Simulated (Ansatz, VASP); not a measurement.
**Two plane-wave programs on Al2Cu**

INCAR

```
PREC = Accurate
ENCUT = 520
EDIFF = 1E-6
ISMEAR = 0
SIGMA = 0.15
LREAL = False
LASPH = True
NELM = 100
ALGO = Fast
ISIF = 2
LWAVE = False
LCHARG = True
GGA = PE
LELF = True
LVHAR = True
NBANDS = 16
```

File KPOINTS:

```
Automatic mesh
0
Gamma
  14 14 14
```

Contents of POSCAR:

```
Al2Cu
1.0
   -1.9491751977      1.9491751977      2.8914013846
    1.9491751977     -1.9491751977      2.8914013846
    1.9491751977      1.9491751977     -2.8914013846
Al Cu
2 1
Direct
    0.7500000000      0.2500000000      0.5000000000
    0.2500000000      0.7500000000      0.5000000000
    0.5000000000      0.5000000000      0.0000000000
```

Input for Ansatz:

```yaml
crystal:
  lattice:
    - [-1.9491751977, 1.9491751977, 2.8914013846]
    - [1.9491751977, -1.9491751977, 2.8914013846]
    - [1.9491751977, 1.9491751977, -2.8914013846]
  atoms:
    - { symbol: Al, position: [0.75, 0.25, 0.5] }
    - { symbol: Al, position: [0.25, 0.75, 0.5] }
    - { symbol: Cu, position: [0.5, 0.5, 0.0] }
basis:
  ecutwfc: 520.0
kpoints:
  mp_grid: { grid: [14, 14, 14] }
hamiltonian:
  xc: pbe
  pseudopotentials: { kind: paw, azcp: { folder: soft_1 } }
scf:
  occupations: { method: gaussian, width: 0.15 }
output:
  forces: true
  stress: true
  eigenvalues: true
```

Alike in both runs: task single point; functional PBE; k mesh 14 × 14 × 14; occupations gaussian, width 0.15 eV; no spin polarisation.

|  | VASP | Ansatz |
| --- | --- | --- |
| version | VASP 6.6.1 | Ansatz 0.2.0 |
| potentials or method | VASP PAW PBE potentials, release 64 (Al, Cu), cutoff 520 eV | scalar-relativistic, plane waves, PAW |
| valence electrons in the cell | 17 | 25 |

```csv
,VASP,Ansatz,Ansatz less VASP
gap on the k mesh at the Fermi level (eV),none,none,-
pressure (GPa),11.6,11.5,-0.08
"traceless stress, the component that is largest in VASP (GPa)",-3.38,-3.40,-0.019
```

A gap of «none» marks a metal or a gap that the smearing closes. VASP's potentials hold 17 valence electrons a cell and Ansatz's 25, so a difference there can come from the potentials and not from the codes.
